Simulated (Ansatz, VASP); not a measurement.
CdS in VASP and in Ansatz

```
Cd S
1.0
     0.00000    2.93921    2.93921
     2.93921    0.00000    2.93921
     2.93921    2.93921    0.00000
Cd S
1 1
Direct
  0.00000 0.00000 0.00000
  0.25000 0.25000 0.25000
```

Alike in both runs: task single point; functional HSE06; k mesh 6 × 6 × 6; no spin polarisation.

|  | VASP | Ansatz |
| --- | --- | --- |
| version | VASP 6.6.1 | Ansatz 0.2.0 |
| potentials or method | VASP PAW PBE potentials, release 64 (Cd, S) | plane waves, PAW |
| plane-wave cutoff (eV) | 520 | 420 |
| occupations | gaussian, width 0.01 eV | fixed |
| valence electrons in the cell | 18 | 26 |

```csv
,VASP,Ansatz,Ansatz less VASP
gap on the k mesh at the Fermi level (eV),2.11,2.11,-0.004
pressure (GPa),0.5,0.2,-0.28
```

VASP's potentials hold 18 valence electrons a cell and Ansatz's 26, so a difference there can come from the potentials and not from the codes. Ansatz's warnings: stress exchange threshold loose, stress scf threshold loose.
